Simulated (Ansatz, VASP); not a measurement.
# One calculation of Sr, two programs

```
CELL_PARAMETERS angstrom
3.31534 0.00000 0.00000
-1.65767 2.87117 0.00000
0.00000 0.00000 3.00485
ATOMIC_POSITIONS crystal
Sr 0.00000 0.00000 0.00000
```

Change from the starting cell: volume scaled by 0.52, LAPW.

Alike in both runs: task single point; functional PBE; k mesh 11 × 11 × 10; occupations fermi-dirac, width 0.05 eV; no spin polarisation.

```csv
,VASP,Ansatz
version,VASP 6.6.1,Ansatz 0.2.0
potentials or method,"VASP PAW PBE potentials, release 64 (Sr_sv), cutoff 520 eV","all-electron LAPW, scalar-relativistic"
```

|  | VASP | Ansatz | Ansatz less VASP |
| --- | --- | --- | --- |
| pressure (GPa) | 18.3 | 18.0 | -0.27 |
| traceless stress, the component that is largest in VASP (GPa) | 0.51 | 0.38 | -0.124 |

Ansatz ran all-electron here, and VASP with PAW potentials.
